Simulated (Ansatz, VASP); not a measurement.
## One calculation of BeCd2S3, two programs

```
Be Cd S
1.0
     5.91037   -3.42118    0.00000
     5.91037    3.42118    0.00000
     0.00000    0.00000    6.34609
Be Cd S
2 4 6
Direct
  0.15227 0.84773 0.50193
  0.84773 0.15227 0.00193
  0.83184 0.48667 0.50441
  0.16816 0.51333 0.00441
  0.51333 0.16816 0.50441
  0.48667 0.83184 0.00441
  0.45698 0.83532 0.40637
  0.16468 0.54302 0.40637
  0.87645 0.12355 0.34201
  0.83532 0.45698 0.90637
  0.54302 0.16468 0.90637
  0.12355 0.87645 0.84201
```

Alike in both runs: functional PBE; k mesh 2 × 2 × 2; occupations gaussian, width 0.15 eV; no spin polarisation.

Ansatz relaxed the structure, and its values are those at the end. VASP's run is a single point on that final structure, the one shown.

```csv
,VASP,Ansatz
version,VASP 6.6.1,Ansatz 0.2.0
potentials or method,"VASP PAW PBE potentials, release 64 (Be, Cd, S), cutoff 520 eV","scalar-relativistic, plane waves, PAW"
valence electrons in the cell,88,120
```

|  | VASP | Ansatz | Ansatz less VASP |
| --- | --- | --- | --- |
| gap on the k mesh at the Fermi level (eV) | 1.97 | 1.96 | -0.008 |
| least direct gap on the mesh (eV) | 1.97 | 1.96 | -0.008 |
| pressure (GPa) | 0.2 | 0.0 | -0.25 |
| rms of the force components (eV/Å) | 0.025 | 0.015 | -0.0098 |

VASP's potentials hold 88 valence electrons a cell and Ansatz's 120, so a difference there can come from the potentials and not from the codes.

The k mesh is coarse, so the values compare programs but aren't converged.
